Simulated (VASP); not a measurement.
# SiO2 (I-42d) in VASP: a series of runs, part 3 of 3

VASP 6.6.1. Earlier steps stand in the parts before.

## Step 4: Single point, LDA (volume scaled by 0.94, then relaxed in part)

File INCAR:

```
PREC     = Accurate       # precision mode
ENCUT    = 520            # plane-wave cutoff, eV
EDIFF    = 1E-7           # SCF threshold, eV
ISMEAR   = 0              # smearing method
SIGMA    = 0.02           # smearing width, eV
LREAL    = F              # projectors in reciprocal space
LASPH    = T              # aspherical terms in the spheres
NELM     = 100            # most SCF steps
ALGO     = Normal         # electronic algorithm
ISIF     = 2              # what is computed and relaxed
LWAVE    = F              # write WAVECAR
LCHARG   = F              # write CHGCAR
NBANDS   = 25             # bands
```

File KPOINTS:

```
Automatic mesh
0
Gamma
  8 8 8
```

File POSCAR:

```
SiO2
1.0
   -2.3938045618      2.3938045618      3.6244467293
    2.3938045618     -2.3938045618      3.6244467293
    2.3938045618      2.3938045618     -3.6244467293
Si O
2 4
Direct
    0.0000000000      0.0000000000      0.0000000000
    0.7500000000      0.2500000000      0.5000000000
    0.9951805970      0.6250000000      0.8701805970
    0.3750000000      0.2451805970      0.3701805970
    0.7548194030      0.1250000000      0.1298194030
    0.8750000000      0.0048194030      0.6298194030
```

Potentials or basis: VASP PAW LDA potentials, release 64 (Si, O).

Launch:

```
cat potpaw_LDA.64/Si/POTCAR potpaw_LDA.64/O/POTCAR > POTCAR
mpirun -np 1 vasp_std > vasp.out
```

OUTCAR:

```text
PREC = Accurate
   ENCUT = 520
   EDIFF = 1E-7
   ISMEAR = 0
   LREAL = F
   LASPH = T
   NELM = 100
   ISIF = 2

 ion  position               nearest neighbor table
   1  0.000  0.000  0.000-   3 1.61   4 1.61   5 1.61   6 1.61   2 3.00   2 3.00   2 3.00   2 3.00

   2  0.750  0.250  0.500-   3 1.61   4 1.61   5 1.61   6 1.61   1 3.00   1 3.00   1 3.00   1 3.00

   3  0.995  0.625  0.870-   1 1.61   2 1.61
   4  0.375  0.245  0.370-   1 1.61   2 1.61
   5  0.755  0.125  0.130-   1 1.61   2 1.61
   6  0.875  0.005  0.630-   1 1.61   2 1.61

  LATTYP: Found a body centered tetragonal cell.
 ALAT       =     4.7876091236
 C/A-ratio  =     1.5140946705

  Lattice vectors:

 A1 = (  -2.3938045618,   2.3938045618,   3.6244467293)
 A2 = (   2.3938045618,  -2.3938045618,   3.6244467293)
 A3 = (   2.3938045618,   2.3938045618,  -3.6244467293)

Analysis of symmetry for initial positions (statically):
=====================================================================
 Subroutine PRICEL returns:
 Original cell was already a primitive cell.

 Routine SETGRP: Setting up the symmetry group for a
 body centered tetragonal supercell.

 Subroutine GETGRP returns: Found  8 space group operations
 (whereof  4 operations were pure point group operations)
 out of a pool of 16 trial point group operations.

The static configuration has the point symmetry S_4 .
 The point group associated with its full space group is D_2d.

Analysis of symmetry for dynamics (positions and initial velocities):
=====================================================================
 Subroutine PRICEL returns:
 Original cell was already a primitive cell.

 Routine SETGRP: Setting up the symmetry group for a
 body centered tetragonal supercell.

 Subroutine GETGRP returns: Found  8 space group operations
 (whereof  4 operations were pure point group operations)
 out of a pool of 16 trial point group operations.

The dynamic configuration has the point symmetry S_4 .
 The point group associated with its full space group is D_2d.

 Subroutine INISYM returns: Found  8 space group operations
 (whereof  4 operations are pure point group operations),
 and found     1 'primitive' translations

----------------------------------------------------------------------------------------

                                     Primitive cell

  volume of cell :      83.0767

  direct lattice vectors                    reciprocal lattice vectors
    -2.393804562  2.393804562  3.624446729     0.000000000  0.208872524  0.137952090
     2.393804562 -2.393804562  3.624446729     0.208872524  0.000000000  0.137952090
     2.393804562  2.393804562 -3.624446729     0.208872524  0.208872524  0.000000000

  length of vectors
     4.959557909  4.959557909  4.959557909     0.250316820  0.250316820  0.295390356

  position of ions in fractional coordinates (direct lattice)
     0.000000000  0.000000000  0.000000000
     0.750000000  0.250000000  0.500000000
     0.995180597  0.625000000  0.870180597
     0.375000000  0.245180597  0.370180597
     0.754819403  0.125000000  0.129819403
     0.875000000  0.004819403  0.629819403

  ion indices of the primitive-cell ions
[... 27 lines left out ...]
     0.000000000  0.000000000  0.000000000

 Subroutine IBZKPT returns following result:
 ===========================================

 Found     59 irreducible k-points:

 Following reciprocal coordinates:
            Coordinates               Weight
  0.000000  0.000000  0.000000      1.000000
  0.125000 -0.000000  0.000000      8.000000
  0.250000 -0.000000  0.000000      8.000000
  0.375000  0.000000  0.000000      8.000000
  0.500000 -0.000000  0.000000      4.000000
  0.125000  0.125000  0.000000      8.000000
[... 16 lines left out ...]
  0.250000  0.125000  0.125000     16.000000
  0.375000  0.125000  0.125000      8.000000
 [... further k-points ...]
   k-points           NKPTS =     59   k-points in BZ     NKDIM =     59   number of bands    NBANDS=     25
   number of dos      NEDOS =    301   number of ions     NIONS =      6
   total plane-waves  NPLWV =  64000
   dimension x,y,z NGX =    40 NGY =   40 NGZ =   40
   dimension x,y,z NGXF=    80 NGYF=   80 NGZF=   80
   ions per type =               2   4
   NGX,Y,Z   is equivalent  to a cutoff of  13.41, 13.41, 13.41 a.u.
   NGXF,Y,Z  is equivalent  to a cutoff of  26.82, 26.82, 26.82 a.u.
 SYSTEM =  unknown system
   PREC   = accura    normal or accurate (medium, high low for compatibility)
   ISTART =      0    job   : 0-new  1-cont  2-samecut
   ICHARG =      2    charge: 1-file 2-atom 10-const
   ISPIN  =      1    spin polarized calculation?
   LNONCOLLINEAR =      F non collinear calculations
   LSORBIT =      F    spin-orbit coupling
   LASPH  =      T    aspherical Exc in radial PAW
   ENCUT  =  520.0 eV  38.22 Ry    6.18 a.u.   9.22  9.22  9.22*2*pi/ulx,y,z
   NELM   =    100;   NELMIN=  2; NELMDL= -5     # of ELM steps
   EDIFF  = 0.1E-06   stopping-criterion for ELM
   LREAL  =      F    real-space projection
   EDIFFG = 0.1E-05   stopping-criterion for IOM
   NSW    =      0    number of steps for IOM
   IBRION =     -1    ionic relax: 0-MD 1-quasi-New 2-CG
   NFREE  =      0    steps in history (QN), initial steepest desc. (CG)
   ISIF   =      2    stress and relaxation
   ISYM   =      2    0-nonsym 1-usesym 2-fastsym
   POTIM  = 0.5000    time-step for ionic-motion
   TEBEG  =    0.0;   TEEND  =   0.0 temperature during run
   PSTRESS=    0.0 pullay stress
   NELECT =      32.0000    total number of electrons
   NUPDOWN=      -1.0000    fix difference up-down
   EMIN   =  10.00;   EMAX   =-10.00  energy-range for DOS
   EFERMI =   0.00;   METHOD = LEGACY
   ISMEAR =     0;   SIGMA  =   0.02  broadening in eV -4-tet -1-fermi 0-gaus
   EFERMI_NEDOS =   21; number of points for ismear=-14 and -15
   IALGO  =     38    algorithm
   IMIX   =      4    mixing-type and parameters
     AMIX     =   0.40;   BMIX     =  1.00
     AMIX_MAG =   1.60;   BMIX_MAG =  1.00
  volume/ion in A,a.u.               =      13.85        93.44
  Fermi-wavevector in a.u.,A,eV,Ry     =   1.191146  2.250940 19.304349  1.418830
  Thomas-Fermi vector in A             =   2.327215
   LORBIT       =      0    0 simple, 1 ext, 2 COOP (PROOUT), +10 PAW based schemes
   GGA     = CA    functional components
   LHFCALC =     F    Hartree Fock is set to
   AEXX    =    0.0000 exact exchange contribution
   IVDW    =     0    specifies the selected vdW correction
   LEPSILON=     F    determine dielectric tensor
   LRPA    =     F    only Hartree local field effects (RPA)
 non-spin polarized calculation
 Gauss-broadening in eV      SIGMA  =   0.02
  energy-cutoff  :      520.00
  volume of cell :       83.08
 maximum number of plane-waves:      2258
 NGX is ok and might be reduce to    40
   NGX = 19   NGY = 19   NGZ = 19

 number of electron      31.9999998 magnetization

 Free energy of the ion-electron system (eV)
  ---------------------------------------------------
  ext. energy  EPLUGINS =         0.00000000
  ---------------------------------------------------
  free energy    TOTEN  =       -51.84189998 eV

  energy without entropy =      -51.84189998  energy(sigma->0) =      -51.84189998

 E-fermi :  -0.1365     XC(G=0):  -9.1739

 val. band max:       -0.2910832291   @ k =   0.0000   0.0000   0.0000
 cond. band min:       5.6954130701   @ k =   0.0000   0.0000   0.0000
 fundamental gap:      5.9864962992
 Fermi energy:        -0.1364961331

 k-point     1 :       0.0000    0.0000    0.0000
  band No.  band energies     occupation
      1     -19.2655      2.00000
      2     -17.0194      2.00000
      3     -17.0194      2.00000
      4     -16.9372      2.00000
      5      -9.1911      2.00000
      6      -5.7154      2.00000
[... 661 lines left out ...]
     24      12.8873      0.00000
     25      13.5112      0.00000

 [... further k-points ...]
[... 5 lines left out ...]
  --------------------------------------------------------------------------------------
  -------------------------------------------------------------------------------------
  Total        1.0202448      1.0202448      1.0610638      0.0000000      0.0000000      0.0000000
  in kB       19.6759567     19.6759567     20.4631727      0.0000000      0.0000000      0.0000000
  external PRESSURE =      19.9383621 kB  Pullay stress =       0.0000000 kB

 VOLUME and BASIS-vectors are now :
 -----------------------------------------------------------------------------
  energy-cutoff  :      520.00
  volume of cell :       83.08
      direct lattice vectors                 reciprocal lattice vectors
    -2.393804562  2.393804562  3.624446729     0.000000000  0.208872524  0.137952090
     2.393804562 -2.393804562  3.624446729     0.208872524  0.000000000  0.137952090
     2.393804562  2.393804562 -3.624446729     0.208872524  0.208872524  0.000000000

 POSITION                                       TOTAL-FORCE (eV/Angst)
 -----------------------------------------------------------------------------------
      0.00000      0.00000      0.00000        -0.000000     -0.000000      0.000000
     -0.00000      2.39380      1.81222        -0.000000     -0.000000     -0.000000
      1.19690      2.96918      2.71834        -0.000000      0.040713      0.000000
      0.57538      1.19690      0.90611         0.040713     -0.000000      0.000000
     -1.19690      1.81843      2.71834        -0.000000     -0.040713      0.000000
     -0.57538      3.59071      0.90611        -0.040713     -0.000000      0.000000
 -----------------------------------------------------------------------------------
    total drift:                                0.000000      0.000000      0.000001

  FREE ENERGIE OF THE ION-ELECTRON SYSTEM (eV)
  ---------------------------------------------------
  free  energy   TOTEN  =       -51.8418999821 eV

  energy  without entropy=      -51.8418999821  energy(sigma->0) =      -51.84189998
```

Wall time 2.4 min (1 thread of Intel Xeon Platinum 8488C (Sapphire Rapids), shared host); peak memory 0.24 GiB.

Results:

```yaml
Free_energy: -51.8419 eV
Pressure: 2.0 GPa
Largest_force: 0.041 eV/Å
Band_gap_on_the_k_mesh: 5.99 eV, direct
```

Forces in eV/Å, atoms in the order of the input:
```
Si   0.000  0.000  0.000
Si   0.000  0.000  0.000
O    0.000  0.041  0.000
O    0.041  0.000  0.000
O    0.000 -0.041  0.000
O   -0.041  0.000  0.000
```

Levels at points of the mesh, in eV from the valence-band top:
| k point | band 14 | band 15 | band 16 | band 17 | band 18 | band 19 |
| --- | --- | --- | --- | --- | --- | --- |
| (0.00, 0.00, 0.00) | -0.92 | 0.00 | 0.00 | 5.99 | 8.58 | 11.37 |
| (0.50, 0.00, 0.00) | -0.68 | -0.28 | -0.20 | 8.44 | 9.10 | 9.83 |
| (0.50, 0.50, 0.00) | -0.80 | -0.22 | -0.22 | 9.38 | 9.38 | 10.21 |
| (0.50, 0.50, 0.50) | -1.49 | -0.17 | -0.17 | 8.99 | 8.99 | 9.72 |

## Step 5: Single point, LDA (volume scaled by 0.97, then relaxed in part)

File INCAR:

```
SYSTEM = SiO2
PREC = Accurate
ENCUT = 520
EDIFF = 1E-6
ISMEAR = 0
SIGMA = 0.02
LREAL = .FALSE.
LASPH = .TRUE.
NELM = 60
ALGO = Normal
ISIF = 2
LWAVE = .FALSE.
LCHARG = .FALSE.
GGA = CA
NBANDS = 25
```

File KPOINTS:

```
Automatic mesh
0
G
  8 8 8
  0 0 0
```

File POSCAR:

```
SiO2
1.0
   -2.4297455981      2.4297455981      3.6302904590
    2.4297455981     -2.4297455981      3.6302904590
    2.4297455981      2.4297455981     -3.6302904590
Si O
2 4
Direct
    0.0000000000      0.0000000000      0.0000000000
    0.7500000000      0.2500000000      0.5000000000
    0.9848663545      0.6250000000      0.8598663545
    0.3750000000      0.2348663545      0.3598663545
    0.7651336455      0.1250000000      0.1401336455
    0.8750000000      0.0151336455      0.6401336455
```

Potentials or basis: VASP PAW LDA potentials, release 64 (Si, O).

Launch:

```
cat potpaw_LDA.64/Si/POTCAR potpaw_LDA.64/O/POTCAR > POTCAR
mpirun -np 1 vasp_std > vasp.out
```

OUTCAR:

```text
SYSTEM = SiO2
   PREC = Accurate
   ENCUT = 520
   EDIFF = 1E-6
   ISMEAR = 0
   LREAL = .FALSE.
   LASPH = .TRUE.
   NELM = 60
   ISIF = 2
   GGA = CA

 ion  position               nearest neighbor table
   1  0.000  0.000  0.000-   3 1.61   4 1.61   5 1.61   6 1.61   2 3.03   2 3.03   2 3.03   2 3.03

   2  0.750  0.250  0.500-   3 1.61   4 1.61   5 1.61   6 1.61   1 3.03   1 3.03   1 3.03   1 3.03

   3  0.985  0.625  0.860-   1 1.61   2 1.61
   4  0.375  0.235  0.360-   1 1.61   2 1.61
   5  0.765  0.125  0.140-   1 1.61   2 1.61
   6  0.875  0.015  0.640-   1 1.61   2 1.61

  LATTYP: Found a body centered tetragonal cell.
 ALAT       =     4.8594911962
 C/A-ratio  =     1.4941031118

  Lattice vectors:

 A1 = (  -2.4297455981,   2.4297455981,   3.6302904590)
 A2 = (   2.4297455981,  -2.4297455981,   3.6302904590)
 A3 = (   2.4297455981,   2.4297455981,  -3.6302904590)

Analysis of symmetry for initial positions (statically):
=====================================================================
[... 179 lines left out ...]
  free energy    TOTEN  =       -51.86432521 eV

  energy without entropy =      -51.86432521  energy(sigma->0) =      -51.86432521

 E-fermi :  -0.3618     XC(G=0):  -8.9886

 val. band max:       -0.4500785057   @ k =   0.0000   0.0000   0.0000
 cond. band min:       5.4232632227   @ k =   0.0000   0.0000   0.0000
 fundamental gap:      5.8733417284
 Fermi energy:        -0.3618388375

 k-point     1 :       0.0000    0.0000    0.0000
  band No.  band energies     occupation
      1     -19.4443      2.00000
      2     -17.2309      2.00000
      3     -17.2309      2.00000
      4     -17.1550      2.00000
      5      -9.5343      2.00000
      6      -5.9593      2.00000
[... 661 lines left out ...]
     24      12.6326      0.00000
     25      13.1551      0.00000

 [... further k-points ...]
[... 5 lines left out ...]
  --------------------------------------------------------------------------------------
  -------------------------------------------------------------------------------------
  Total        0.6573174      0.6573174      0.7075940      0.0000000      0.0000000      0.0000000
  in kB       12.2846492     12.2846492     13.2242704      0.0000000      0.0000000      0.0000000
  external PRESSURE =      12.5978563 kB  Pullay stress =       0.0000000 kB

 VOLUME and BASIS-vectors are now :
 -----------------------------------------------------------------------------
  energy-cutoff  :      520.00
  volume of cell :       85.73
      direct lattice vectors                 reciprocal lattice vectors
    -2.429745598  2.429745598  3.630290459     0.000000000  0.205782861  0.137730026
     2.429745598 -2.429745598  3.630290459     0.205782861  0.000000000  0.137730026
     2.429745598  2.429745598 -3.630290459     0.205782861  0.205782861  0.000000000

 POSITION                                       TOTAL-FORCE (eV/Angst)
 -----------------------------------------------------------------------------------
      0.00000      0.00000      0.00000        -0.000000      0.000000     -0.000000
      0.00000      2.42975      1.81515        -0.000000      0.000000      0.000000
      1.21487      2.96364      2.72272        -0.000000      0.034960      0.000000
      0.53389      1.21487      0.90757         0.034960      0.000000      0.000000
     -1.21487      1.89585      2.72272        -0.000000     -0.034960     -0.000000
     -0.53389      3.64462      0.90757        -0.034960      0.000000     -0.000000
 -----------------------------------------------------------------------------------
    total drift:                                0.000000      0.000000      0.000001

  FREE ENERGIE OF THE ION-ELECTRON SYSTEM (eV)
  ---------------------------------------------------
  free  energy   TOTEN  =       -51.8643252114 eV

  energy  without entropy=      -51.8643252114  energy(sigma->0) =      -51.86432521
```

stdout:

```text
POSCAR found type information on POSCAR SiO
 POSCAR found :  2 types and       6 ions
 scaLAPACK will be used
 LDA part: xc-table for (Slater(with rela. corr.)+CA(PZ))
 , standard interpolation
 POSCAR, INCAR and KPOINTS ok, starting setup
 FFT: planning ... GRIDC
 FFT: planning ... GRID_SOFT
 FFT: planning ... GRID
 WAVECAR not read
 entering main loop
```

It took 2.2 min on 1 thread of Intel Xeon Platinum 8488C (Sapphire Rapids), shared host; peak memory 0.25 GiB.

What came out:

```
Free energy            : -51.8643 eV
Pressure               : 1.3 GPa
Largest force          : 0.035 eV/Å
Band gap on the k mesh : 5.87 eV, direct
```

Forces on the atoms (eV/Å):
```
Si   0.000  0.000  0.000
Si   0.000  0.000  0.000
O    0.000  0.035  0.000
O    0.035  0.000  0.000
O    0.000 -0.035  0.000
O   -0.035  0.000  0.000
```

Stress tensor (GPa, compression positive):
```
1.23 0.00 0.00
0.00 1.23 0.00
0.00 0.00 1.32
```

Levels at points of the mesh, in eV from the valence-band top:
```
           k point  band 14  band 15  band 16  band 17  band 18  band 19
(0.00, 0.00, 0.00)    -0.81     0.00     0.00     5.87     8.59    10.99
(0.50, 0.00, 0.00)    -0.73    -0.38    -0.17     8.30     8.92     9.68
(0.50, 0.50, 0.00)    -0.90    -0.27    -0.27     9.17     9.17    10.14
(0.50, 0.50, 0.50)    -1.50    -0.24    -0.24     8.86     8.86     9.88
```

 A k mesh can miss the band edges.

## Step 6: Summary

```csv
cell,smearing,gap on the mesh (eV),pressure (GPa),largest force (eV/Å)
"a = 5.040 Å, angles 121.5, 121.5, 87.4°, 6 atoms",gaussian 0.02 eV,5.76,0.6,0.03
"a = 5.040 Å, angles 121.5, 121.5, 87.5°, 6 atoms",gaussian 0.01 eV,5.76,0.6,0.03
"a = 4.960 Å, angles 122.3, 122.3, 86.1°, 6 atoms",gaussian 0.02 eV,5.99,2.0,0.04
"a = 4.999 Å, angles 121.8, 121.8, 86.9°, 6 atoms",gaussian 0.02 eV,5.87,1.3,0.03
```

Alike in all rows: task single point; level LDA; potentials or basis VASP PAW LDA potentials, release 64 (Si, O); no spin polarisation; k mesh 8 × 8 × 8; cutoff (eV) 520.

Total energies depend on the potentials used, so only differences within one code and one set of settings carry meaning.
